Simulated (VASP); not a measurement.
A run of VASP 6.6.1 is set up as follows.

Contents of INCAR:

```
PREC     = Accurate       # precision mode
ENCUT    = 520            # plane-wave cutoff, eV
EDIFF    = 1E-8           # SCF threshold, eV
ISMEAR   = 0              # smearing method
SIGMA    = 0.01           # smearing width, eV
LREAL    = False          # projectors in reciprocal space
LASPH    = True           # aspherical terms in the spheres
NELM     = 80             # most SCF steps
ALGO     = Normal         # electronic algorithm
ISIF     = 2              # what is computed and relaxed
LWAVE    = False          # write WAVECAR
LCHARG   = True           # write CHGCAR
METAGGA  = R2SCAN         # meta-GGA
LMIXTAU  = True         
NBANDS   = 15             # bands
IBRION   = 6              # ionic algorithm
NFREE    = 2            
POTIM    = 0.015          # step
NSW      = 1              # ionic steps
```

File KPOINTS:

```
Automatic mesh
0
Gamma
  8 8 8
```

File POSCAR:

```
SrO
1.0
    0.0000000000      2.5363000000      2.5363000000
    2.5363000000      0.0000000000      2.5363000000
    2.5363000000      2.5363000000      0.0000000000
Sr O
1 1
Direct
    0.0000000000      0.0000000000      0.0000000000
    0.5000000000      0.5000000000      0.5000000000
```

Potentials or basis: VASP PAW PBE potentials, release 64 (Sr_sv, O).

The run is started by

```console
$ cat potpaw_PBE.64/Sr_sv/POTCAR potpaw_PBE.64/O/POTCAR > POTCAR
$ mpirun -np 1 vasp_std > vasp.out
```

(1) Predict the highest phonon frequency at Γ, LO-TO splitting left out.

Answers

(1) 251 cm⁻¹.

Caveat: the cell stands under pressure or tension, which shifts response properties.
